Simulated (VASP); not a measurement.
A run of VASP 6.6.1 is set up as follows.

File INCAR:

```
ALGO     = Normal         # electronic algorithm
EDIFF    = 1E-6           # SCF threshold, eV
ENCUT    = 500            # plane-wave cutoff, eV
GGA      = PE             # functional
GGA_COMPAT= False        
ISIF     = 2              # what is computed and relaxed
ISMEAR   = 0              # smearing method
ISPIN    = 2              # spin polarisation
LASPH    = True           # aspherical terms in the spheres
LCHARG   = False          # write CHGCAR
LMAXMIX  = 6              # l up to which the mixer works
LORBIT   = 11             # projections on sites
LREAL    = False          # projectors in reciprocal space
LWAVE    = False          # write WAVECAR
MAGMOM   = 0 0 0 0 0      # initial moments
NBANDS   = 32             # bands
NELM     = 200            # most SCF steps
PREC     = Accurate       # precision mode
SIGMA    = 0.1            # smearing width, eV
```

File KPOINTS:

```
k-points
0
Gamma
  4 4 4
```

File POSCAR:

```
HoNbSe3
1.0
    4.5836481600      0.0000000000      0.0000000000
    0.0000000000      4.5836481600      0.0000000000
    0.0000000000      0.0000000000      5.7943464800
Ho Nb Se
1 1 3
Direct
    0.0000000000      0.0000000000      0.9838940500
    0.5000000000      0.5000000000      0.6872155100
    0.0000000000      0.5000000000      0.5006765100
    0.5000000000      0.5000000000      0.1001364400
    0.5000000000      0.0000000000      0.5006765100
```

Potentials or basis: VASP PAW PBE potentials, release 64 (Ho_3, Nb_sv, Se), 4f in core.

Command:

```bash
$ cat potpaw_PBE.64/Ho_3/POTCAR potpaw_PBE.64/Nb_sv/POTCAR potpaw_PBE.64/Se/POTCAR > POTCAR
$ mpirun -np 1 vasp_std > vasp.out
```

(1) Predict the largest force.

(2) Estimate the band gap on the k mesh.

Results:

(1) 0.272 eV/Å.

(2) zero (filled and empty bands overlap).

Caveat: the magnetic or orbital state may not be the lowest; spin-orbit coupling is left out, which moves the levels of the heavy elements; the 4f electrons are frozen in the core, so they carry no moment and show no levels.
